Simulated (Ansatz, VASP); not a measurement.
# One calculation of AlRu, two programs

The input INCAR:

```
  PREC = Accurate
  ENCUT = 520
  EDIFF = 1E-6
  ISMEAR = -1
  SIGMA = 0.1
  LREAL = F
  LASPH = T
  NELM = 80
  ALGO = Normal
  ISIF = 2
  LWAVE = F
  LCHARG = F
  GGA = PE
  NBANDS = 16
```

Contents of KPOINTS:

```
regular mesh
0
Gamma
  11 11 11
```

POSCAR

```
AlRu
1.0
    3.0404770000      0.0000000000      0.0000000000
    0.0000000000      3.0404770000      0.0000000000
    0.0000000000      0.0000000000      3.0404770000
Ru Al
1 1
Direct
    0.5000000000      0.5000000000      0.5000000000
    0.0000000000      0.0000000000      0.0000000000
```

Input for Ansatz:

```yaml
crystal:
  lattice:
    - [3.040477, 0.0, 0.0]
    - [0.0, 3.040477, 0.0]
    - [0.0, 0.0, 3.040477]
  atoms:
    - { symbol: Ru, position: [0.5, 0.5, 0.5] }
    - { symbol: Al, position: [0.0, 0.0, 0.0] }
  symmetry: { tolerance: 0.0003 }
kpoints:
  mp_grid: { grid: [11, 11, 11], shift: [0, 0, 0] }
  band_path:
    path:
      - [0.0, 0.0, 0.0]
      - [0.0, 0.5, 0.0]
      - [0.5, 0.5, 0.0]
      - [0.0, 0.0, 0.0]
      - [0.5, 0.5, 0.5]
      - [0.0, 0.5, 0.0]
      - [0.5, 0.5, 0.5]
      - [0.5, 0.5, 0.0]
    npoints: 8
magnetization:
  spin_polarized: false
scf:
  occupations: { method: fermi_dirac }
  lower_state_search: "off"
  max_iter: 200
hamiltonian:
  pseudopotentials: { kind: paw }
  xc: pbe
basis:
  ecutwfc: 420
  fft_grid_basis: typed
output:
  forces: true
  stress: true
  eigenvalues: true
  bader: true
  populations: true
  elf: true
  write_potential: true
  volumetric_format: npy
  dos:
    e_range: [-12, 8]
    de: 0.05
    projected: { site_lists: { Al: [Al], Ru: [Ru] } }
checkpoint:
  read: saved_state
```

Alike in both runs: task single point; functional PBE; k mesh 11 × 11 × 11; no spin polarisation.

|  | VASP | Ansatz |
| --- | --- | --- |
| version | VASP 6.6.1 | Ansatz 0.2.0 |
| potentials or method | VASP PAW PBE potentials, release 64 (Ru_pv, Al), cutoff 520 eV | PAW plane waves |
| occupations | fermi-dirac, width 0.1 eV | fermi-dirac |
| valence electrons in the cell | 17 | 19 |

|  | VASP | Ansatz | Ansatz less VASP |
| --- | --- | --- | --- |
| pressure (GPa) | -6.6 | -6.6 | +0.05 |

VASP's potentials hold 17 valence electrons a cell and Ansatz's 19, so a difference there can come from the potentials and not from the codes.
